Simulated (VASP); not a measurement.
# Pb2CO2 (I4/mmm) in VASP: single point with r2SCAN

Aim: the single point of Pb2CO2 with r2SCAN.

All numbers are computed with VASP 6.6.1; they aren't measurements. Logs are shortened: lines on timing, memory, paths and dates and some standing lists are left out, and cuts for length are marked.

### Step 1. The cell of the first run

It takes space group I4/mmm (No. 139, tetragonal). Conventional cell: a = 3.651 Å, b = 3.651 Å, c = 12.138 Å, α = 90.00°, β = 90.00°, γ = 90.00°. Pb (site symmetry 4mm) has 4 O at 2.19 Å within 2.9 Å. Within 2.9 Å of O (site symmetry -4m2) lie 4 Pb at 2.19 Å and 4 O at 2.58 Å. Within 4.3 Å of C (site symmetry 4/mmm) lie 10 Pb at 3.16 to 4.25 Å and 8 O at 3.54 Å and 4 C at 3.65 Å.

### Step 2. Single point, r2SCAN, collinear spin

Input file POSCAR:

```
Pb2CO2
1.0
    0.0000000000      3.6507650000      0.0000000000
    3.6507650000      0.0000000000      0.0000000000
    1.8253830000      1.8253830000     -6.0690470000
Pb O C
2 2 1
Direct
    0.1500000000      0.1500000000      0.7000000000
    0.8500000000      0.8500000000      0.3000000000
    0.7500000000      0.2500000000      0.5000000000
    0.2500000000      0.7500000000      0.5000000000
    0.5000000000      0.5000000000      0.0000000000
```

Input file INCAR.step1:

```
ALGO     = Normal         # electronic algorithm
EDIFF    = 1E-4           # SCF threshold, eV
ENCUT    = 520            # plane-wave cutoff, eV
GGA      = PE             # functional
ISMEAR   = 0              # smearing method
ISPIN    = 2              # spin polarisation
LASPH    = True           # aspherical terms in the spheres
LCHARG   = False          # write CHGCAR
LREAL    = False          # projectors in reciprocal space
LWAVE    = True           # write WAVECAR
MAGMOM   = 0 0 0 0 2.2    # initial moments
NBANDS   = 34             # bands
NELECT   = 45.0         
NELM     = 150            # most SCF steps
PREC     = Accurate       # precision mode
SIGMA    = 0.01           # smearing width, eV
```

Input file INCAR.step2:

```
ALGO     = Normal         # electronic algorithm
EDIFF    = 1E-7           # SCF threshold, eV
ENCUT    = 520            # plane-wave cutoff, eV
ISIF     = 2              # what is computed and relaxed
ISMEAR   = 0              # smearing method
ISPIN    = 2              # spin polarisation
ISTART   = 1            
LASPH    = True           # aspherical terms in the spheres
LCHARG   = False          # write CHGCAR
LMIXTAU  = True         
LORBIT   = 11             # projections on sites
LREAL    = False          # projectors in reciprocal space
LWAVE    = False          # write WAVECAR
MAGMOM   = 0 0 0 0 2.2    # initial moments
METAGGA  = R2SCAN         # meta-GGA
NBANDS   = 34             # bands
NELECT   = 45.0         
NELM     = 150            # most SCF steps
PREC     = Accurate       # precision mode
SIGMA    = 0.01           # smearing width, eV
```

Input file KPOINTS:

```
k-points
0
Gamma
  5 5 5
```

Potentials or basis: VASP PAW PBE potentials, release 64 (Pb_d, O, C).

Command:

```
$ cat potpaw_PBE.64/Pb_d/POTCAR potpaw_PBE.64/O/POTCAR potpaw_PBE.64/C/POTCAR > POTCAR
$ cp INCAR.step1 INCAR
$ mpirun -np 1 vasp_std > vasp.out
$ cp INCAR.step2 INCAR
$ mpirun -np 1 vasp_std > vasp.out
```

OUTCAR:

```text
EDIFF = 1E-7
   ENCUT = 520
   ISIF = 2
   ISMEAR = 0
   ISPIN = 2
   ISTART = 1
   LASPH = True
   LORBIT = 11
   LREAL = False
   METAGGA = R2SCAN
   NELECT = 45.0
   NELM = 150
   PREC = Accurate

 ion  position               nearest neighbor table
   1  0.150  0.150  0.700-   3 2.19   4 2.19   3 2.19   4 2.19   2 3.54   2 3.54   2 3.54   2 3.54
                             2 3.64
   2  0.850  0.850  0.300-   3 2.19   4 2.19   3 2.19   4 2.19   1 3.54   1 3.54   1 3.54   1 3.54
                             1 3.64
   3  0.750  0.250  0.500-   2 2.19   1 2.19   2 2.19   1 2.19
   4  0.250  0.750  0.500-   2 2.19   1 2.19   2 2.19   1 2.19
   5  0.500  0.500  0.000-

  LATTYP: Found a body centered tetragonal cell.
 ALAT       =     3.6507650000
 C/A-ratio  =     3.3248083621

  Lattice vectors:

 A1 = (  -1.8253830000,   1.8253820000,   6.0690470000)
 A2 = (   1.8253820000,  -1.8253830000,   6.0690470000)
 A3 = (   1.8253830000,   1.8253830000,  -6.0690470000)

Analysis of symmetry for initial positions (statically):
=====================================================================
 Subroutine PRICEL returns:
 Original cell was already a primitive cell.

 Routine SETGRP: Setting up the symmetry group for a
 body centered tetragonal supercell.

 Subroutine GETGRP returns: Found 16 space group operations
 (whereof 16 operations were pure point group operations)
 out of a pool of 16 trial point group operations.

The static configuration has the point symmetry D_4h.

Analysis of symmetry for dynamics (positions and initial velocities):
=====================================================================
 Subroutine PRICEL returns:
 Original cell was already a primitive cell.

 Routine SETGRP: Setting up the symmetry group for a
 body centered tetragonal supercell.

 Subroutine GETGRP returns: Found 16 space group operations
 (whereof 16 operations were pure point group operations)
 out of a pool of 16 trial point group operations.

The dynamic configuration has the point symmetry D_4h.

Analysis of structural, dynamic, and magnetic symmetry:
=====================================================================
 Subroutine PRICEL returns:
 Original cell was already a primitive cell.

 Routine SETGRP: Setting up the symmetry group for a
 body centered tetragonal supercell.

 Subroutine GETGRP returns: Found 16 space group operations
 (whereof 16 operations were pure point group operations)
 out of a pool of 16 trial point group operations.

The overall configuration has the point symmetry D_4h.

 Subroutine INISYM returns: Found 16 space group operations
 (whereof 16 operations are pure point group operations),
 and found     1 'primitive' translations

----------------------------------------------------------------------------------------

                                     Primitive cell

  volume of cell :      80.8888

  direct lattice vectors                    reciprocal lattice vectors
     0.000000000  3.650765000  0.000000000     0.000000000  0.273915193  0.082385280
     3.650765000  0.000000000  0.000000000     0.273915193  0.000000000  0.082385280
     1.825383000  1.825383000 -6.069047000     0.000000000  0.000000000 -0.164770515

  length of vectors
     3.650765000  3.650765000  6.595254179     0.286036479  0.286036479  0.164770515

  position of ions in fractional coordinates (direct lattice)
     0.150000000  0.150000000  0.700000000
     0.850000000  0.850000000  0.300000000
     0.750000000  0.250000000  0.500000000
     0.250000000  0.750000000  0.500000000
     0.500000000  0.500000000  0.000000000

  ion indices of the primitive-cell ions
   primitive index   ion index
                 1           1
                 2           2
                 3           3
                 4           4
                 5           5

----------------------------------------------------------------------------------------

 KPOINTS: k-points

Automatic generation of k-mesh.
 Grid dimensions read from file:
 generate k-points for:    5    5    5

 Generating k-lattice:

  Cartesian coordinates                     Fractional coordinates (reciprocal lattice)
     0.000000000  0.054783039  0.016477056     0.200000000  0.000000000  0.000000000
     0.054783039  0.000000000  0.016477056     0.000000000  0.200000000  0.000000000
     0.000000000  0.000000000 -0.032954103     0.000000000  0.000000000  0.200000000

  Length of vectors
     0.057207296  0.057207296  0.032954103

  Shift w.r.t. Gamma in fractional coordinates (k-lattice)
     0.000000000  0.000000000  0.000000000

 Subroutine IBZKPT returns following result:
 ===========================================

 Found     18 irreducible k-points:

 Following reciprocal coordinates:
            Coordinates               Weight
  0.000000  0.000000  0.000000      1.000000
  0.200000  0.000000  0.000000      8.000000
  0.400000  0.000000  0.000000      8.000000
  0.200000  0.200000  0.000000      8.000000
  0.400000  0.200000  0.000000     16.000000
 -0.400000  0.200000  0.000000     16.000000
[... 10 lines left out ...]
  0.000000  0.000000  0.400000      2.000000
 -0.200000  0.000000  0.400000      4.000000
   k-points           NKPTS =     18   k-points in BZ     NKDIM =     18   number of bands    NBANDS=     34
   number of dos      NEDOS =    301   number of ions     NIONS =      5
   total plane-waves  NPLWV =  39200
   dimension x,y,z NGX =    28 NGY =   28 NGZ =   50
   dimension x,y,z NGXF=    56 NGYF=   56 NGZF=  100
   ions per type =               2   2   1
   NGX,Y,Z   is equivalent  to a cutoff of  12.75, 12.75, 12.60 a.u.
   NGXF,Y,Z  is equivalent  to a cutoff of  25.50, 25.50, 25.21 a.u.
 SYSTEM =  unknown system
   PREC   = accura    normal or accurate (medium, high low for compatibility)
   ISTART =      1    job   : 0-new  1-cont  2-samecut
   ICHARG =      0    charge: 1-file 2-atom 10-const
   ISPIN  =      2    spin polarized calculation?
   LNONCOLLINEAR =      F non collinear calculations
   LSORBIT =      F    spin-orbit coupling
   LASPH  =      T    aspherical Exc in radial PAW
   ENCUT  =  520.0 eV  38.22 Ry    6.18 a.u.   6.79  6.79 12.26*2*pi/ulx,y,z
   NELM   =    150;   NELMIN=  2; NELMDL=  0     # of ELM steps
   EDIFF  = 0.1E-06   stopping-criterion for ELM
   LREAL  =      F    real-space projection
   EDIFFG = 0.1E-05   stopping-criterion for IOM
   NSW    =      0    number of steps for IOM
   IBRION =     -1    ionic relax: 0-MD 1-quasi-New 2-CG
   NFREE  =      0    steps in history (QN), initial steepest desc. (CG)
   ISIF   =      2    stress and relaxation
   ISYM   =      2    0-nonsym 1-usesym 2-fastsym
   POTIM  = 0.5000    time-step for ionic-motion
   TEBEG  =    0.0;   TEEND  =   0.0 temperature during run
   PSTRESS=    0.0 pullay stress
   NELECT =      45.0000    total number of electrons
   NUPDOWN=      -1.0000    fix difference up-down
   EMIN   =  10.00;   EMAX   =-10.00  energy-range for DOS
   EFERMI =   0.00;   METHOD = LEGACY
   ISMEAR =     0;   SIGMA  =   0.01  broadening in eV -4-tet -1-fermi 0-gaus
   EFERMI_NEDOS =   21; number of points for ismear=-14 and -15
   IALGO  =     38    algorithm
   IMIX   =      4    mixing-type and parameters
     AMIX     =   0.40;   BMIX     =  1.00
     AMIX_MAG =   1.60;   BMIX_MAG =  1.00
  volume/ion in A,a.u.               =      16.18       109.17
  Fermi-wavevector in a.u.,A,eV,Ry     =   1.346427  2.544379 24.665547  1.812867
  Thomas-Fermi vector in A             =   2.474260
   LORBIT       =     11    0 simple, 1 ext, 2 COOP (PROOUT), +10 PAW based schemes
   METAGGA = R2SCAN    functional components
   LHFCALC =     F    Hartree Fock is set to
   AEXX    =    0.0000 exact exchange contribution
   IVDW    =     0    specifies the selected vdW correction
   LEPSILON=     F    determine dielectric tensor
   LRPA    =     F    only Hartree local field effects (RPA)
 spin polarized calculation
 Gauss-broadening in eV      SIGMA  =   0.01
  energy-cutoff  :      520.00
  volume of cell :       80.89
 maximum number of plane-waves:      2219
   NGX = 13   NGY = 13   NGZ = 25

 number of electron      44.9999991 magnetization       2.7439677

 Free energy of the ion-electron system (eV)
  ---------------------------------------------------
  ext. energy  EPLUGINS =         0.00000000
  ---------------------------------------------------
  free energy    TOTEN  =      -125.91387403 eV

  energy without entropy =     -125.91387141  energy(sigma->0) =     -125.91387272

 E-fermi :   6.7777     XC(G=0): -11.3604

 val. band max:        6.7554837038   @ k =  -0.2000  -0.2000   0.2000
 cond. band min:       6.7998633094   @ k =   0.4000   0.0000   0.0000
 fundamental gap:      0.0443796056
 Fermi energy:         6.7776736096

 spin component 1

 k-point     1 :       0.0000    0.0000    0.0000
  band No.  band energies     occupation
      1     -15.6099      1.00000
      2     -14.2492      1.00000
      3     -11.2122      1.00000
      4     -11.1352      1.00000
      5     -11.1352      1.00000
      6     -10.9892      1.00000
[... 655 lines left out ...]
     33      18.7958      0.00000
     34      20.1623      0.00000
 Fermi energy:         6.7776736096

 spin component 2

 k-point     1 :       0.0000    0.0000    0.0000
  band No.  band energies     occupation
      1     -15.4836      1.00000
      2     -14.1295      1.00000
      3     -11.1674      1.00000
      4     -11.0850      1.00000
      5     -11.0850      1.00000
      6     -10.9341      1.00000
[... 655 lines left out ...]
     33      19.2941      0.00000
     34      20.5687      0.00000

------------------------ aborting loop because EDIFF is reached ----------------------------------------

  FORCE on cell =-STRESS in cart. coord.  units (eV):
  Direction    XX          YY          ZZ          XY          YZ          ZX
  --------------------------------------------------------------------------------------
  -------------------------------------------------------------------------------------
  Total       22.8450497     22.8450497     19.6172053      0.0000000     -0.0000016     -0.0000016
  in kB      452.4956755    452.4956755    388.5612270      0.0000000     -0.0000320     -0.0000320
  external PRESSURE =     431.1841926 kB  Pullay stress =       0.0000000 kB

 VOLUME and BASIS-vectors are now :
 -----------------------------------------------------------------------------
  energy-cutoff  :      520.00
  volume of cell :       80.89
      direct lattice vectors                 reciprocal lattice vectors
     0.000000000  3.650765000  0.000000000     0.000000000  0.273915193  0.082385280
     3.650765000  0.000000000  0.000000000     0.273915193  0.000000000  0.082385280
     1.825383000  1.825383000 -6.069047000     0.000000000  0.000000000 -0.164770515

 POSITION                                       TOTAL-FORCE (eV/Angst)
 -----------------------------------------------------------------------------------
      1.82538      1.82538     -4.24833         0.000000      0.000000     -3.485608
      3.65077      3.65077     -1.82071        -0.000000     -0.000000      3.485608
      1.82538      3.65077     -3.03452         0.000000      0.000000      0.000000
      3.65077      1.82538     -3.03452        -0.000000     -0.000000      0.000000
      1.82538      1.82538      0.00000         0.000000      0.000000      0.000000
 -----------------------------------------------------------------------------------
    total drift:                                0.000000      0.000000     -0.000000

  FREE ENERGIE OF THE ION-ELECTRON SYSTEM (eV)
  ---------------------------------------------------
  free  energy   TOTEN  =      -125.9138740317 eV

  energy  without entropy=     -125.9138714061  energy(sigma->0) =     -125.91387272

 total charge

# of ion       s       p       d       tot
------------------------------------------
    1        1.397   0.751   9.931  12.078
    2        1.397   0.751   9.931  12.078
    3        1.593   3.567   0.000   5.160
    4        1.593   3.567   0.000   5.160
    5        0.969   1.196   0.000   2.165
--------------------------------------------------
tot          6.947   9.831  19.862  36.641

 magnetization (x)

# of ion       s       p       d       tot
------------------------------------------
    1        0.060  -0.003   0.015   0.072
    2        0.060  -0.003   0.015   0.072
    3        0.003   0.068   0.000   0.071
    4        0.003   0.068   0.000   0.071
    5        0.068   1.077   0.000   1.145
--------------------------------------------------
tot          0.195   1.206   0.030   1.431
```

Wall time 4.8 min (1 thread of Intel Xeon Platinum 8375C at 2.90GHz (Ice Lake), shared host); peak memory 0.28 GiB.

What came out:

- Free energy: -125.9139 eV
- Largest force: 3.486 eV/Å
- Net moment: 2.74 μB per cell
- Site moments: Pb +0.07; O +0.07; C +1.15 μB
- Valence electrons inside the program's atomic spheres: Pb 12.08; O 5.16; C 2.17

Forces in eV/Å, atoms in the order of the input:
```
Pb   0.000  0.000 -3.486
Pb   0.000  0.000  3.486
O    0.000  0.000  0.000
O    0.000  0.000  0.000
C    0.000  0.000  0.000
```

Caveat: the cell carries a net charge on a neutralising background, which shifts energy and pressure; the cell is charged against a uniform background, so pressure and absolute levels hang on convention; the PAW data sets were made with another functional, which shifts forces and pressure a little; spin-orbit coupling is left out, which moves the levels of the heavy elements.
